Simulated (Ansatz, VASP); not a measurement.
This is a calculation of NaCl for Ansatz 0.2.0.

Contents of input.yaml:

```yaml
crystal:
  lattice:
    - [3.4786846609, 0.0, 0.0]
    - [0.0, 3.4786846609, 0.0]
    - [0.0, 0.0, 3.4786846609]
  atoms:
    - { symbol: Cl, position: [0.5, 0.5, 0.5] }
    - { symbol: Na, position: [0.0, 0.0, 0.0] }
hamiltonian:
  xc: pbe
  pseudopotentials: { kind: paw, azcp: { folder: soft_1 } }
kpoints:
  mp_grid: { grid: [8, 8, 8] }
scf:
  occupations: { method: fermi_dirac, width: 0.05 }
output:
  forces: true
  stress: true
  eigenvalues: true
```

Potentials or basis: Ansatz PAW soft_1.

Launch:

```sh
$ ansatz run input.yaml --threads 1 --pin off --max-ram 3584MiB --backend cpu --events-out ev --progress --plain --runs-dir out
```

Question: Set up the same calculation for VASP 6.6.1. Potentials there: VASP PAW PBE potentials, release 64 (Cl, Na_pv).

Answer: As run (the cutoff follows the program's own potentials):

File INCAR:

```
PREC = Accurate
ENCUT = 520
EDIFF = 1E-7
ISMEAR = -1
SIGMA = 0.05
LREAL = False
LASPH = True
NELM = 80
ALGO = Normal
ISIF = 2
LWAVE = False
LCHARG = False
GGA = PE
NBANDS = 14
```

Contents of KPOINTS:

```
regular mesh
0
Gamma
  8 8 8
```

The input POSCAR:

```
NaCl
1.0
    3.4786846609      0.0000000000      0.0000000000
    0.0000000000      3.4786846609      0.0000000000
    0.0000000000      0.0000000000      3.4786846609
Cl Na
1 1
Direct
    0.5000000000      0.5000000000      0.5000000000
    0.0000000000      0.0000000000      0.0000000000
```

Potentials or basis: VASP PAW PBE potentials, release 64 (Cl, Na_pv).

The run is started by

```bash
$ cat potpaw_PBE.64/Cl/POTCAR potpaw_PBE.64/Na_pv/POTCAR > POTCAR
$ mpirun -np 1 vasp_std > vasp.out
```

Both were run:

|  | VASP | Ansatz | Ansatz less VASP |
| --- | --- | --- | --- |
| gap on the k mesh at the Fermi level (eV) | 4.05 | 4.05 | +0.001 |
| least direct gap on the mesh (eV) | 4.55 | 4.56 | +0.001 |
| pressure (GPa) | 0.6 | 0.7 | +0.05 |

VASP's potentials hold 14 valence electrons a cell and Ansatz's 16, so a difference there can come from the potentials and not from the codes.
